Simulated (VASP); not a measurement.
A run of VASP 6.6.1 is set up as follows.

The input INCAR:

```
PREC = Accurate
ENCUT = 520
EDIFF = 1E-6
ISMEAR = -1
SIGMA = 0.05
LREAL = Auto
LASPH = T
NELM = 120
ALGO = Normal
ISIF = 2
LWAVE = F
LCHARG = F
GGA = PS
NBANDS = 186
NELECT = 322.0
ISYM = 0
GGA_COMPAT = F
```

The input KPOINTS:

```
Automatic mesh
0
Gamma
  1 1 1
  0.25 0.25 0.25
```

POSCAR

```
Sr8Ti8ClO23
1.0
    7.7828210000      0.0000000000      0.0000000000
    0.0000000000      7.7828210000      0.0000000000
    0.0000000000      0.0000000000      7.7828210000
Sr Ti O Cl
8 8 23 1
Direct
    0.9922110000      0.9892800000      0.9999160000
    0.9671040000      0.9653040000      0.5008860000
    0.9951750000      0.5047320000      0.0016570000
    0.9928600000      0.5057560000      0.5006390000
    0.5133560000      0.9904560000      0.0024920000
    0.5121080000      0.9929610000      0.5013520000
    0.5209450000      0.5137480000      0.0018030000
    0.5049370000      0.4981440000      0.5024060000
    0.2564000000      0.2500030000      0.2195010000
    0.2562330000      0.2504480000      0.7824580000
    0.2496360000      0.7466140000      0.2513110000
    0.2499390000      0.7468670000      0.7504100000
    0.7553610000      0.2477300000      0.2495290000
    0.7549230000      0.2479450000      0.7535200000
    0.7479330000      0.7455220000      0.2504720000
    0.7470910000      0.7457300000      0.7521910000
    0.2797790000      0.3250350000      0.0008920000
    0.2440720000      0.7182860000      0.0010000000
    0.2531230000      0.7986030000      0.5008910000
    0.7238340000      0.2413990000      0.0007580000
    0.7817160000      0.2546410000      0.5007880000
    0.7556360000      0.7560620000      0.0010390000
    0.7413440000      0.7380410000      0.5008210000
    0.0018170000      0.2531020000      0.2104830000
    0.0023550000      0.2533710000      0.7922780000
    0.9988510000      0.7517320000      0.2580950000
    0.9987660000      0.7521890000      0.7451410000
    0.4994650000      0.2522830000      0.2717090000
    0.4998710000      0.2522930000      0.7303860000
    0.4989880000      0.7515590000      0.2464840000
    0.4993570000      0.7500240000      0.7562020000
    0.2536190000      0.0092670000      0.1977440000
    0.2557720000      0.0089960000      0.8029400000
    0.2476520000      0.5050640000      0.2902430000
    0.2476370000      0.5050900000      0.7110840000
    0.7476630000      0.9987030000      0.2580240000
    0.7464900000      0.9986770000      0.7427730000
    0.7493170000      0.4995140000      0.2429750000
    0.7500680000      0.4995170000      0.7575270000
    0.2092360000      0.2038990000      0.5008520000
```

Potentials or basis: VASP PAW PBE potentials, release 64 (Sr_sv, Ti_sv, O, Cl).

The run is started by

```bash
$ cat potpaw_PBE.64/Sr_sv/POTCAR potpaw_PBE.64/Ti_sv/POTCAR potpaw_PBE.64/O/POTCAR potpaw_PBE.64/Cl/POTCAR > POTCAR
$ mpirun -np 1 vasp_std > vasp.out
```

**Question.** Estimate the largest force.

**Answer.** 0.128 eV/Å.

Forces in eV/Å, atoms in the order of the input:
```
Sr  -0.018  0.019  0.035
Sr   0.009  0.100  0.015
Sr  -0.010  0.060 -0.034
Sr  -0.034  0.016  0.034
Sr   0.006  0.008 -0.052
Sr  -0.004 -0.004  0.005
Sr  -0.014 -0.018 -0.011
Sr   0.007  0.017 -0.053
Ti  -0.036  0.110  0.056
Ti  -0.003  0.073 -0.094
Ti   0.037  0.070 -0.015
Ti  -0.045  0.075  0.040
Ti  -0.001  0.042 -0.049
Ti   0.002  0.030 -0.017
Ti  -0.046  0.052 -0.035
Ti   0.088  0.029 -0.012
O    0.007 -0.040  0.027
O    0.002 -0.028  0.001
O   -0.013 -0.053  0.017
O   -0.050 -0.004  0.029
O   -0.078 -0.019  0.016
O   -0.071 -0.039  0.007
O   -0.062 -0.020  0.029
O    0.062  0.011 -0.004
O    0.031 -0.045 -0.022
O    0.015  0.010 -0.031
O    0.041  0.030 -0.020
O   -0.019 -0.036  0.029
O   -0.043  0.023 -0.041
O   -0.003 -0.003 -0.026
O   -0.054  0.013  0.002
O    0.022 -0.098  0.026
O   -0.034 -0.071  0.007
O    0.014 -0.073 -0.001
O    0.008 -0.087  0.012
O    0.047 -0.042  0.050
O    0.089 -0.034 -0.003
O    0.089 -0.039  0.041
O    0.060 -0.047  0.023
Cl  -0.001  0.013  0.019
```

Caveat: the cell carries a net charge on a neutralising background, which shifts energy and pressure; the PAW data sets were made with another functional, which shifts forces and pressure a little.
